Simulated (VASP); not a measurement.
Here is a VASP 6.6.1 calculation.

Contents of INCAR:

```
PREC = Accurate
ENCUT = 520
EDIFF = 1E-6
ISMEAR = 0
SIGMA = 0.02
LREAL = F
LASPH = T
NELM = 80
ALGO = Normal
ISIF = 2
LWAVE = F
LCHARG = T
GGA = PE
LELF = T
LVHAR = T
NBANDS = 20
```

The input KPOINTS:

```
Automatic mesh
0
Gamma
  4 4 4
```

POSCAR

```
MgH2
1.0
    3.4727427032     -5.8893755349      0.0000000000
    3.4727427032      5.8893755349      0.0000000000
    0.0000000000      0.0000000000      6.1109235304
Mg H
4 8
Direct
    0.7500000000      0.2500000000      0.3596816956
    0.2500000000      0.7500000000      0.6403183044
    0.0000000000      0.0000000000      0.0000000000
    0.5000000000      0.5000000000      0.0000000000
    0.0000000000      0.5000000000      0.5000000000
    0.5000000000      0.0000000000      0.5000000000
    0.8794676087      0.1205323913      0.2012964694
    0.6205323913      0.3794676087      0.2012964694
    0.1205323913      0.8794676087      0.7987035306
    0.3794676087      0.6205323913      0.7987035306
    0.2500000000      0.2500000000      0.0000000000
    0.7500000000      0.7500000000      0.0000000000
```

Potentials or basis: VASP PAW PBE potentials, release 64 (Mg, H).

The run is started by

```sh
$ cat potpaw_PBE.64/Mg/POTCAR potpaw_PBE.64/H/POTCAR > POTCAR
$ mpirun -np 1 vasp_std > vasp.out
```

(1) Estimate the band gap on the k mesh.

(2) Estimate the pressure.

## Answers

(1) 2.69 eV, direct.

(2) -0.1 GPa.
